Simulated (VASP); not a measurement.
# BeS (Fm-3m) in VASP: a series of runs, part 3 of 3

VASP 6.6.1. The steps go on from the part before.

### 6 Relaxation of cell and atoms, PBE

Input file INCAR:

```
PREC     = Accurate       # precision mode
ENCUT    = 600            # plane-wave cutoff, eV
EDIFF    = 1E-6           # SCF threshold, eV
ISMEAR   = 0              # smearing method
SIGMA    = 0.02           # smearing width, eV
LREAL    = F              # projectors in reciprocal space
LASPH    = T              # aspherical terms in the spheres
NELM     = 100            # most SCF steps
ALGO     = Normal         # electronic algorithm
ISIF     = 3              # what is computed and relaxed
LWAVE    = F              # write WAVECAR
LCHARG   = F              # write CHGCAR
GGA      = PE             # functional
IBRION   = 2              # ionic algorithm
NSW      = 100            # ionic steps
EDIFFG   = -0.01          # ionic threshold
```

Input file KPOINTS:

```
Automatic mesh
0
Gamma
  10 10 10
```

Input file POSCAR:

```
BeS
1.0
    0.0000000000      2.3163279122      2.3163279122
    2.3163279122      0.0000000000      2.3163279122
    2.3163279122      2.3163279122      0.0000000000
Be S
1 1
Direct
    0.0000000000      0.0000000000      0.0000000000
    0.5000000000      0.5000000000      0.5000000000
```

Potentials or basis: VASP PAW PBE potentials, release 64 (Be, S).

The run is started by

```sh
$ cat potpaw_PBE.64/Be/POTCAR potpaw_PBE.64/S/POTCAR > POTCAR
$ mpirun -np 1 vasp_std > vasp.out
```

OUTCAR:

```text
PREC = Accurate
   ENCUT = 600
   EDIFF = 1E-6
   ISMEAR = 0
   LREAL = F
   LASPH = T
   NELM = 100
   ISIF = 3
   GGA = PE
   IBRION = 2
   NSW = 100
   EDIFFG = -0.01

 ion  position               nearest neighbor table
   1  0.000  0.000  0.000-   2 2.32   2 2.32   2 2.32   2 2.32   2 2.32   2 2.32
   2  0.500  0.500  0.500-   1 2.32   1 2.32   1 2.32   1 2.32   1 2.32   1 2.32

  LATTYP: Found a face centered cubic cell.
 ALAT       =     4.6326558244

  Lattice vectors:

 A1 = (   0.0000000000,   2.3163279122,   2.3163279122)
 A2 = (   2.3163279122,   0.0000000000,   2.3163279122)
 A3 = (   2.3163279122,   2.3163279122,   0.0000000000)

Analysis of symmetry for initial positions (statically):
=====================================================================
 Subroutine PRICEL returns:
 Original cell was already a primitive cell.

 Routine SETGRP: Setting up the symmetry group for a
 face centered cubic supercell.

 Subroutine GETGRP returns: Found 48 space group operations
 (whereof 48 operations were pure point group operations)
 out of a pool of 48 trial point group operations.

The static configuration has the point symmetry O_h .

Analysis of symmetry for dynamics (positions and initial velocities):
=====================================================================
 Subroutine PRICEL returns:
 Original cell was already a primitive cell.

 Routine SETGRP: Setting up the symmetry group for a
 face centered cubic supercell.

 Subroutine GETGRP returns: Found 48 space group operations
 (whereof 48 operations were pure point group operations)
 out of a pool of 48 trial point group operations.

The dynamic configuration has the point symmetry O_h .

 Subroutine INISYM returns: Found 48 space group operations
 (whereof 48 operations are pure point group operations),
 and found     1 'primitive' translations

----------------------------------------------------------------------------------------

                                     Primitive cell
[... 167 lines left out ...]
    total drift:                                0.000000      0.000000      0.000000

  FREE ENERGIE OF THE ION-ELECTRON SYSTEM (eV)
  ---------------------------------------------------
  free  energy   TOTEN  =        -8.8948475372 eV

  energy  without entropy=       -8.8948475372  energy(sigma->0) =       -8.89484754

--------------------------------------- Ionic step        2  -------------------------------------------

 number of electron       7.9999999 magnetization

 Free energy of the ion-electron system (eV)
  ---------------------------------------------------
  ext. energy  EPLUGINS =         0.00000000
  ---------------------------------------------------
  free energy    TOTEN  =        -8.89490095 eV

  energy without entropy =       -8.89490095  energy(sigma->0) =       -8.89490095

 E-fermi :   6.7184     XC(G=0): -10.6259

 val. band max:        6.5960590922   @ k =  -0.2000   0.1000   0.0000
 cond. band min:       7.6291464206   @ k =   0.5000   0.5000   0.0000
 fundamental gap:      1.0330873284
 Fermi energy:         6.7183694095

 k-point     1 :       0.0000    0.0000    0.0000
  band No.  band energies     occupation
      1      -8.4783      2.00000
      2       6.3455      2.00000
      3       6.3455      2.00000
      4       6.3455      2.00000
      5      11.9811      0.00000
      6      15.4739      0.00000
      7      15.4739      0.00000
      8      15.4739      0.00000
[... 243 lines left out ...]
 k-point    24 :       0.4000    0.3000    0.0000
  band No.  band energies     occupation
      1      -6.2035      2.00000
      2       1.4244      2.00000
      3       3.6000      2.00000
      4       4.0115      2.00000
      5       8.6298      0.00000
      6      12.0820      0.00000
      7      16.4062      0.00000
      8      16.7864      0.00000

 [... further k-points ...]

------------------------ aborting loop because EDIFF is reached ----------------------------------------

  FORCE on cell =-STRESS in cart. coord.  units (eV):
  Direction    XX          YY          ZZ          XY          YZ          ZX
  --------------------------------------------------------------------------------------
  -------------------------------------------------------------------------------------
  Total        0.0061448      0.0061448      0.0061448      0.0000000      0.0000000     -0.0000000
  in kB        0.3972968      0.3972968      0.3972968      0.0000000      0.0000000     -0.0000000
  external PRESSURE =       0.3972968 kB  Pullay stress =       0.0000000 kB

 VOLUME and BASIS-vectors are now :
 -----------------------------------------------------------------------------
  energy-cutoff  :      600.00
  volume of cell :       24.78
      direct lattice vectors                 reciprocal lattice vectors
     0.000000000  2.313967830  2.313967830    -0.216079063  0.216079063  0.216079063
     2.313967830  0.000000000  2.313967830     0.216079063 -0.216079063  0.216079063
     2.313967830  2.313967830  0.000000000     0.216079063  0.216079063 -0.216079063

 POSITION                                       TOTAL-FORCE (eV/Angst)
 -----------------------------------------------------------------------------------
      2.31397      4.62794      2.31397         0.000000     -0.000000     -0.000000
      2.31397      2.31397      2.31397        -0.000000      0.000000      0.000000
 -----------------------------------------------------------------------------------
    total drift:                                0.000000      0.000000      0.000000

  FREE ENERGIE OF THE ION-ELECTRON SYSTEM (eV)
  ---------------------------------------------------
  free  energy   TOTEN  =        -8.8949009536 eV

  energy  without entropy=       -8.8949009536  energy(sigma->0) =       -8.89490095

 reached required accuracy - stopping structural energy minimisation
```

OSZICAR:

```text
N       E                     dE             d eps       ncg     rms          rms(c)
DAV:   1     0.209794842666E+02    0.20979E+02   -0.44981E+03   752   0.985E+02
DAV:   2    -0.826606343998E+01   -0.29246E+02   -0.28851E+02  1128   0.129E+02
DAV:   3    -0.896793340716E+01   -0.70187E+00   -0.70187E+00   920   0.245E+01
DAV:   4    -0.897035631942E+01   -0.24229E-02   -0.24229E-02  1304   0.165E+00
DAV:   5    -0.897035907292E+01   -0.27535E-05   -0.27535E-05   944   0.332E-02    0.638E+00
DAV:   6    -0.889533159691E+01    0.75027E-01   -0.21976E-01  1016   0.245E+00    0.434E+00
DAV:   7    -0.889428597497E+01    0.10456E-02   -0.70340E-02  1184   0.160E+00    0.160E+00
DAV:   8    -0.889483118931E+01   -0.54521E-03   -0.60884E-03   960   0.494E-01    0.198E-01
DAV:   9    -0.889482889437E+01    0.22949E-05   -0.12077E-04  1120   0.103E-01    0.480E-02
DAV:  10    -0.889485115602E+01   -0.22262E-04   -0.40972E-05  1040   0.500E-02    0.486E-02
DAV:  11    -0.889484744856E+01    0.37075E-05   -0.14293E-05  1088   0.196E-02    0.217E-03
DAV:  12    -0.889484753723E+01   -0.88668E-07   -0.24215E-07   504   0.488E-03
   1 F= -.88948475E+01 E0= -.88948475E+01  d E =-.889485E+01
       N       E                     dE             d eps       ncg     rms          rms(c)
DAV:   1    -0.889513974178E+01   -0.29229E-03   -0.52554E-03  1032   0.489E-01    0.139E-01
DAV:   2    -0.889492318264E+01    0.21656E-03   -0.59931E-04   976   0.138E-01    0.442E-02
DAV:   3    -0.889490082466E+01    0.22358E-04   -0.12715E-04  1072   0.680E-02    0.261E-02
DAV:   4    -0.889490095365E+01   -0.12899E-06   -0.12535E-06   832   0.103E-02
   2 F= -.88949010E+01 E0= -.88949010E+01  d E =-.534164E-04
```

CONTCAR:

```text
BeS
   1.00000000000000
     0.0000000000000000    2.3139678298860957    2.3139678298860957
     2.3139678298860957    0.0000000000000000    2.3139678298860957
     2.3139678298860957    2.3139678298860957    0.0000000000000000
  Be              S
     1     1
Direct
     1.0000000000000000    0.0000000000000000    1.0000000000000000
     0.5000000000000000    0.5000000000000000    0.5000000000000000

  0.00000000E+00  0.00000000E+00  0.00000000E+00
  0.00000000E+00  0.00000000E+00  0.00000000E+00
```

Wall time 16 s (1 thread of AMD EPYC 7R43 (Zen 3), shared host); peak memory 0.12 GiB.

Results:

```yaml
Free_energy: -8.8949 eV
Relaxed_volume: 12.39 Å³/atom
Relaxed_cell: a = 3.272 Å, b = 3.272 Å, c = 3.272 Å, α = 60.00°, β = 60.00°, γ = 60.00°
Space_group_after_relaxing_to_0.05_Å: Fm-3m (No. 225)
Energy_gained_by_relaxing: 0.0 meV/atom
Ionic_steps: 2
Pressure_after_relaxing: 0.0 GPa
Band_gap_on_the_k_mesh: 1.03 eV, indirect (least direct gap 4.17 eV)
```

Final structure:
```
CELL_PARAMETERS angstrom
0.00000 2.31397 2.31397
2.31397 0.00000 2.31397
2.31397 2.31397 0.00000
ATOMIC_POSITIONS crystal
Be 0.00000 0.00000 0.00000
S 0.50000 0.50000 0.50000
```

### 7 The runs side by side

```tsv
task	cell	k mesh	cutoff (eV)	smearing	gap on the mesh (eV)	pressure (GPa)	relaxed volume (Å³/atom)
single point	a = 3.276 Å, angles 60.0°, 2 atoms	6 × 6 × 6	520	gaussian 0.1 eV	0.98	-0.1	-
single point	a = 3.598 Å, angles 60.0°, 2 atoms	6 × 6 × 6	520	gaussian 0.1 eV	0.76	-17.6	-
single point	a = 3.273 Å, angles 60.0°, 2 atoms	10 × 10 × 10	520	gaussian 0.02 eV	1.03	-0.1	-
relaxation of cell and atoms	relaxed from a = 3.598 Å, angles 60.0°, 2 atoms	6 × 6 × 6	600	gaussian 0.1 eV	0.98	0.0	12.43
relaxation of cell and atoms	relaxed from a = 3.276 Å, angles 60.0°, 2 atoms	10 × 10 × 10	600	gaussian 0.02 eV	1.03	0.0	12.39
```

Alike in all rows: level PBE; potentials or basis VASP PAW PBE potentials, release 64 (Be, S); no spin polarisation.

Caveats: the volume moved by over 15 % at a fixed basis, so the end points are rough (some runs).

Absolute energies hang on the potentials; compare differences alone.
